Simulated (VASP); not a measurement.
# SiC (F-43m) in VASP: G0W0 quasiparticle levels with PBE

Aim: the G0W0 quasiparticle levels of SiC with PBE.

All numbers are computed with VASP 6.6.1; they aren't measurements. Logs are shortened: lines on timing, memory, paths and dates and some standing lists are left out, and cuts for length are marked.

## (1) The cell of the first run

It takes space group F-43m (No. 216, cubic). The conventional cell has a = 4.356 Å, b = 4.356 Å, c = 4.356 Å, α = 90.00°, β = 90.00°, γ = 90.00°. Within 2.5 Å of Si (site symmetry -43m) lie 4 C at 1.89 Å. Within 2.5 Å of C (site symmetry -43m) lie 4 Si at 1.89 Å.

## (2) G0W0 quasiparticle levels, PBE

File POSCAR:

```
SiC
1.0
    0.0000000000      2.1780523476      2.1780523476
    2.1780523476      0.0000000000      2.1780523476
    2.1780523476      2.1780523476      0.0000000000
Si C
1 1
Direct
    0.0000000000      0.0000000000      0.0000000000
    0.2500000000      0.2500000000      0.2500000000
```

File INCAR.step1:

```
ALGO     = Normal         # electronic algorithm
EDIFF    = 1E-8           # SCF threshold, eV
ENCUT    = 500            # plane-wave cutoff, eV
GGA      = PE             # functional
ISMEAR   = 0              # smearing method
LASPH    = True           # aspherical terms in the spheres
LCHARG   = False          # write CHGCAR
LREAL    = False          # projectors in reciprocal space
LWAVE    = True           # write WAVECAR
NELM     = 100            # most SCF steps
PREC     = Accurate       # precision mode
SIGMA    = 0.01           # smearing width, eV
```

File INCAR.step2:

```
ALGO     = Exact          # electronic algorithm
EDIFF    = 1E-8           # SCF threshold, eV
ENCUT    = 500            # plane-wave cutoff, eV
GGA      = PE             # functional
ISMEAR   = 0              # smearing method
ISTART   = 1            
LASPH    = True           # aspherical terms in the spheres
LCHARG   = False          # write CHGCAR
LOPTICS  = True           # frequency-dependent dielectric function
LREAL    = False          # projectors in reciprocal space
LWAVE    = True           # write WAVECAR
NBANDS   = 34             # bands
NELM     = 1              # most SCF steps
PREC     = Accurate       # precision mode
SIGMA    = 0.01           # smearing width, eV
```

File INCAR.step3:

```
ALGO     = EVGW0          # electronic algorithm
EDIFF    = 1E-8           # SCF threshold, eV
ENCUT    = 500            # plane-wave cutoff, eV
ENCUTGW  = 60.0           # cutoff of the response function
GGA      = PE             # functional
ISMEAR   = 0              # smearing method
ISTART   = 1            
LASPH    = True           # aspherical terms in the spheres
LCHARG   = False          # write CHGCAR
LREAL    = False          # projectors in reciprocal space
LWAVE    = False          # write WAVECAR
NBANDS   = 34             # bands
NBANDSGW = 12           
NELMGW   = 1            
NOMEGA   = 48             # frequency points
PREC     = Accurate       # precision mode
PRECFOCK = Fast         
SIGMA    = 0.01           # smearing width, eV
```

File KPOINTS:

```
k-points
0
Gamma
  4 4 4
```

Potentials or basis: VASP PAW PBE potentials, release 64 (Si_GW, C_GW).

Launch:

```sh
$ cat potpaw_PBE.64/Si_GW/POTCAR potpaw_PBE.64/C_GW/POTCAR > POTCAR
$ cp INCAR.step1 INCAR
$ mpirun -np 1 vasp_std > vasp.out
$ cp INCAR.step2 INCAR
$ mpirun -np 1 vasp_std > vasp.out
$ cp INCAR.step3 INCAR
$ mpirun -np 1 vasp_std > vasp.out
```

OUTCAR:

```text
EDIFF = 1E-8
   ENCUT = 500
   ENCUTGW = 60.0
   GGA = PE
   ISMEAR = 0
   ISTART = 1
   LASPH = True
   LREAL = False
   NELMGW = 1
   PREC = Accurate
   PRECFOCK = Fast

 ion  position               nearest neighbor table
   1  0.000  0.000  0.000-   2 1.89   2 1.89   2 1.89   2 1.89
   2  0.250  0.250  0.250-   1 1.89   1 1.89   1 1.89   1 1.89

  LATTYP: Found a face centered cubic cell.
 ALAT       =     4.3561046952

  Lattice vectors:

 A1 = (   0.0000000000,   2.1780523476,   2.1780523476)
 A2 = (   2.1780523476,   0.0000000000,   2.1780523476)
 A3 = (   2.1780523476,   2.1780523476,   0.0000000000)

Analysis of symmetry for initial positions (statically):
=====================================================================
 Subroutine PRICEL returns:
 Original cell was already a primitive cell.

 Routine SETGRP: Setting up the symmetry group for a
 face centered cubic supercell.

 Subroutine GETGRP returns: Found 24 space group operations
 (whereof 24 operations were pure point group operations)
 out of a pool of 48 trial point group operations.

The static configuration has the point symmetry T_d .

Analysis of symmetry for dynamics (positions and initial velocities):
=====================================================================
 Subroutine PRICEL returns:
 Original cell was already a primitive cell.

 Routine SETGRP: Setting up the symmetry group for a
 face centered cubic supercell.

 Subroutine GETGRP returns: Found 24 space group operations
 (whereof 24 operations were pure point group operations)
 out of a pool of 48 trial point group operations.

The dynamic configuration has the point symmetry T_d .

 Subroutine INISYM returns: Found 24 space group operations
 (whereof 24 operations are pure point group operations),
 and found     1 'primitive' translations

----------------------------------------------------------------------------------------

                                     Primitive cell

  volume of cell :      20.6650

  direct lattice vectors                    reciprocal lattice vectors
     0.000000000  2.178052348  2.178052348    -0.229562894  0.229562894  0.229562894
     2.178052348  0.000000000  2.178052348     0.229562894 -0.229562894  0.229562894
     2.178052348  2.178052348  0.000000000     0.229562894  0.229562894 -0.229562894

  length of vectors
     3.080231170  3.080231170  3.080231170     0.397614596  0.397614596  0.397614596

  position of ions in fractional coordinates (direct lattice)
     0.000000000  0.000000000  0.000000000
     0.250000000  0.250000000  0.250000000

  ion indices of the primitive-cell ions
   primitive index   ion index
                 1           1
                 2           2

----------------------------------------------------------------------------------------

 KPOINTS: k-points

Automatic generation of k-mesh.
 Grid dimensions read from file:
 generate k-points for:    4    4    4

 Generating k-lattice:

  Cartesian coordinates                     Fractional coordinates (reciprocal lattice)
    -0.057390723  0.057390723  0.057390723     0.250000000  0.000000000  0.000000000
     0.057390723 -0.057390723  0.057390723     0.000000000  0.250000000  0.000000000
     0.057390723  0.057390723 -0.057390723     0.000000000  0.000000000  0.250000000

  Length of vectors
     0.099403649  0.099403649  0.099403649

  Shift w.r.t. Gamma in fractional coordinates (k-lattice)
     0.000000000  0.000000000  0.000000000

 Subroutine IBZKPT returns following result:
 ===========================================

 Found      8 irreducible k-points:

 Following reciprocal coordinates:
            Coordinates               Weight
  0.000000  0.000000  0.000000      1.000000
  0.250000  0.000000  0.000000      8.000000
  0.500000  0.000000  0.000000      4.000000
  0.250000  0.250000  0.000000      6.000000
  0.500000  0.250000  0.000000     24.000000
 -0.250000  0.250000  0.000000     12.000000
  0.500000  0.500000  0.000000      3.000000
 -0.250000  0.500000  0.250000      6.000000
   k-points           NKPTS =      8   k-points in BZ     NKDIM =     64   number of bands    NBANDS=     34
   number of dos      NEDOS =    301   number of ions     NIONS =      2
   total plane-waves  NPLWV =  13824
   dimension x,y,z NGX =    24 NGY =   24 NGZ =   24
   dimension x,y,z NGXF=    48 NGYF=   48 NGZF=   48
   ions per type =               1   1
   NGX,Y,Z   is equivalent  to a cutoff of  12.95, 12.95, 12.95 a.u.
   NGXF,Y,Z  is equivalent  to a cutoff of  25.91, 25.91, 25.91 a.u.
 SYSTEM =  unknown system
   PREC   = accura    normal or accurate (medium, high low for compatibility)
   ISTART =      1    job   : 0-new  1-cont  2-samecut
   ICHARG =      0    charge: 1-file 2-atom 10-const
   ISPIN  =      1    spin polarized calculation?
   LNONCOLLINEAR =      F non collinear calculations
   LSORBIT =      F    spin-orbit coupling
   LASPH  =      T    aspherical Exc in radial PAW
   ENCUT  =  500.0 eV  36.75 Ry    6.06 a.u.   5.62  5.62  5.62*2*pi/ulx,y,z
   NELM   =     60;   NELMIN=  2; NELMDL=  0     # of ELM steps
   EDIFF  = 0.1E-07   stopping-criterion for ELM
   LREAL  =      F    real-space projection
   EDIFFG = 0.1E-06   stopping-criterion for IOM
   NSW    =      0    number of steps for IOM
   IBRION =     -1    ionic relax: 0-MD 1-quasi-New 2-CG
   NFREE  =      0    steps in history (QN), initial steepest desc. (CG)
   ISIF   =      0    stress and relaxation
   ISYM   =      3    0-nonsym 1-usesym 2-fastsym
   POTIM  = 0.5000    time-step for ionic-motion
   TEBEG  =    0.0;   TEEND  =   0.0 temperature during run
   PSTRESS=    0.0 pullay stress
   NELECT =       8.0000    total number of electrons
   NUPDOWN=      -1.0000    fix difference up-down
   EMIN   =  10.00;   EMAX   =-10.00  energy-range for DOS
   EFERMI =   0.00;   METHOD = LEGACY
   ISMEAR =     0;   SIGMA  =   0.01  broadening in eV -4-tet -1-fermi 0-gaus
   EFERMI_NEDOS =   21; number of points for ismear=-14 and -15
   IALGO  =     38    algorithm
   IMIX   =      4    mixing-type and parameters
     AMIX     =   0.40;   BMIX     =  1.00
     AMIX_MAG =   1.60;   BMIX_MAG =  1.00
  volume/ion in A,a.u.               =      10.33        69.73
  Fermi-wavevector in a.u.,A,eV,Ry     =   1.193145  2.254717 19.369182  1.423595
  Thomas-Fermi vector in A             =   2.329166
   LORBIT       =      0    0 simple, 1 ext, 2 COOP (PROOUT), +10 PAW based schemes
   GGA     = PE    functional components
   LHFCALC =     T    Hartree Fock is set to
   PRECFOCK=fast      Normal, Fast or Accurate (Low or Medium for compatibility)
   ENCUT4O =  -1.0   cutoff for four orbital integrals eV
   NKREDX  =     1    reduce k-point grid by
   NKREDY  =     1    reduce k-point grid by
   NKREDZ  =     1    reduce k-point grid by
   AEXX    =    1.0000 exact exchange contribution
   HFSCREEN=    0.0000 screening length (either q_TF or 0.3 A-1)
   HFSCREENC=   0.0000 screening length for correlation (either q_TF or 0.3 A-1)
   ENCUTFOCK=  -1.0 apply spherical cutoff to Coloumb kernel
   IVDW    =     0    specifies the selected vdW correction
   LEPSILON=     F    determine dielectric tensor
   LRPA    =     F    only Hartree local field effects (RPA)
   LRPAFORCE           =     F    calculate RPA forces
   ENCUTGW             =  60.0    cutoff for response function in eV
   ENCUTGWSOFT         =  48.0    soft cutoff for Coulomb kernel in GW response function in eV
   ENCUTLF             =  -1.0    cutoff for local field effects
   NELMGW              =     1    number of iterations in solving QP/BSE equation
   NELMHF              =     1    number of iterations in the inner HF iteration
   NKREDLFX            =     1    NKREDLFY  =   1   NKREDLFZ  =   1
 non-spin polarized calculation
 Gauss-broadening in eV      SIGMA  =   0.01
  energy-cutoff  :      500.00
  volume of cell :       20.66
 maximum number of plane-waves:       544
 NGX is ok and might be reduce to    24
  NGX = 14; NGY = 14; NGZ = 14
   NGX = 11   NGY = 11   NGZ = 11
 maximum number of plane-waves:        28
 NGX is ok and might be reduce to    10

 QP shifts <psi_nk| G(iteration)W_0 |psi_nk>: iteration 1
 for sc-GW calculations column KS-energies equals QP-energies in previous step
 and V_xc(KS)=  KS-energies - (<T + V_ion + V_H > + <T+V_H+V_ion>^1  + <V_x>^1)

 k-point   1 :       0.0000    0.0000    0.0000
  band No.  KS-energies  QP-energies   sigma(KS)   V_xc(KS)     V^pw_x(r,r')   Z            occupation Imag(sigma)

      1      -7.6028      -8.3746     -13.7795     -12.7304     -21.6748       0.7358       2.0000       1.4302
      2       7.8406       7.8380     -14.8148     -14.8114     -17.6346       0.7929       2.0000       0.0925
      3       7.8406       7.8380     -14.8148     -14.8114     -17.6346       0.7929       2.0000       0.0925
      4       7.8406       7.8380     -14.8148     -14.8114     -17.6346       0.7929       2.0000       0.0925
      5      14.0749      14.9448     -12.0609     -13.1709      -7.2199       0.7837       0.0000      -0.1264
      6      15.1031      16.0078     -10.3996     -11.5401      -5.6676       0.7932       0.0000      -0.1172
      7      15.1031      16.0078     -10.3996     -11.5401      -5.6676       0.7932       0.0000      -0.1172
      8      15.1031      16.0078     -10.3996     -11.5401      -5.6676       0.7932       0.0000      -0.1172
      9      22.2935      23.3481     -10.0842     -11.4278      -4.4885       0.7849       0.0000      -0.2814
     10      22.2935      23.3481     -10.0842     -11.4278      -4.4885       0.7849       0.0000      -0.2814
     11      24.2814      24.7503      -9.1711      -9.7689      -2.8694       0.7843       0.0000      -0.4849
     12      25.0698      25.6629      -9.4859     -10.2519      -2.9368       0.7743       0.0000      -0.7462

 k-point   2 :       0.2500    0.0000    0.0000
  band No.  KS-energies  QP-energies   sigma(KS)   V_xc(KS)     V^pw_x(r,r')   Z            occupation Imag(sigma)

      1      -6.4044      -7.0991     -13.8598     -12.9169     -21.4632       0.7368       2.0000       1.2353
      2       3.5255       3.1043     -13.9181     -13.3683     -17.6507       0.7661       2.0000       0.1595
      3       7.2299       7.1525     -14.6342     -14.5364     -17.5436       0.7913       2.0000       0.0959
      4       7.2299       7.1525     -14.6342     -14.5364     -17.5436       0.7913       2.0000       0.0959
      5      13.8042      14.6396     -11.0653     -12.1148      -6.4482       0.7960       0.0000      -0.1072
      6      15.7057      16.6259     -10.3786     -11.5379      -5.4749       0.7937       0.0000      -0.1330
      7      15.7057      16.6259     -10.3786     -11.5379      -5.4749       0.7937       0.0000      -0.1330
      8      17.1916      18.3103     -11.7371     -13.1830      -6.4092       0.7737       0.0000      -0.2000
      9      20.9132      21.7946      -9.9134     -11.0349      -4.3400       0.7858       0.0000      -0.2852
     10      20.9132      21.7946      -9.9134     -11.0349      -4.3400       0.7858       0.0000      -0.2852
     11      22.9480      23.3889      -9.2946      -9.8522      -3.0844       0.7909       0.0000      -0.4806
     12      28.8666      29.6962      -9.9389     -11.0228      -3.0197       0.7654       0.0000      -0.8558
[... 68 lines left out ...]
      1      -2.5617      -3.0706     -14.9716     -14.2767     -21.7545       0.7324       2.0000       0.6941
      2       0.0056      -0.5799     -13.2998     -12.5142     -18.1065       0.7452       2.0000       0.3476
      3       4.6325       4.2522     -14.0159     -13.5263     -17.4854       0.7767       2.0000       0.1248
      4       4.6325       4.2522     -14.0159     -13.5263     -17.4854       0.7767       2.0000       0.1248
      5       9.1485       9.5554      -9.9908     -10.4924      -6.0905       0.8111       0.0000      -0.0794
      6      12.1205      12.7595     -10.0118     -10.7962      -5.7862       0.8146       0.0000      -0.0828
      7      21.8541      23.0655     -11.2621     -12.8834      -4.6274       0.7472       0.0000      -0.4402
      8      21.8541      23.0655     -11.2621     -12.8834      -4.6274       0.7472       0.0000      -0.4402
      9      22.6494      24.0938     -12.2069     -14.1376      -5.7297       0.7481       0.0000      -0.4251
     10      27.8530      28.9100      -9.8038     -11.1763      -2.8789       0.7701       0.0000      -0.8146
     11      29.9618      31.3379     -10.9715     -12.7601      -4.5051       0.7694       0.0000      -0.8144
     12      29.9618      31.3379     -10.9715     -12.7601      -4.5051       0.7694       0.0000      -0.8144

 k-point   8 :      -0.2500    0.5000    0.2500
  band No.  KS-energies  QP-energies   sigma(KS)   V_xc(KS)     V^pw_x(r,r')   Z            occupation Imag(sigma)

      1      -2.3272      -2.8150     -15.1933     -14.5285     -21.9880       0.7336       2.0000       0.6753
      2       0.7831       0.2614     -13.4706     -12.7730     -18.0500       0.7477       2.0000       0.2892
      3       2.8211       2.2799     -13.3478     -12.6376     -17.0406       0.7620       2.0000       0.1718
      4       3.1156       2.6099     -12.9292     -12.2720     -16.2524       0.7696       2.0000       0.1493
      5      13.0267      13.8383     -11.1911     -12.2065      -7.0205       0.7993       0.0000      -0.1042
      6      17.2466      18.0921     -10.4369     -11.5239      -4.8780       0.7778       0.0000      -0.2008
      7      17.2908      18.6161     -11.7278     -13.4257      -6.5966       0.7805       0.0000      -0.1674
      8      17.5801      18.3445     -10.0854     -11.0450      -5.1538       0.7966       0.0000      -0.1493
      9      22.0548      23.2856     -11.2880     -12.9355      -4.5984       0.7471       0.0000      -0.4522
     10      25.2485      26.3380     -10.6098     -12.0329      -3.9359       0.7656       0.0000      -0.6168
     11      28.8877      30.3760     -11.3556     -13.3071      -4.5356       0.7626       0.0000      -0.8026
     12      32.1576      33.3406     -11.1044     -12.6361      -4.0661       0.7724       0.0000      -1.2068
```

It took 42 s on 1 thread of Intel Xeon Platinum 8259CL at 2.50GHz (Skylake/Cascade Lake), shared host; peak memory 0.19 GiB.

What came out:

- Quasiparticle gap: 1.72 eV
- Least direct quasiparticle gap: 5.30 eV
- Band gap of the starting levels on the mesh: 1.31 eV
- Least direct gap of the starting levels on the mesh: 4.52 eV

Caveat: the k points lie up to 0.62 Å⁻¹ apart; bands, screening cutoff and mesh are small and nothing is extrapolated, so the quasiparticle values aren't converged.
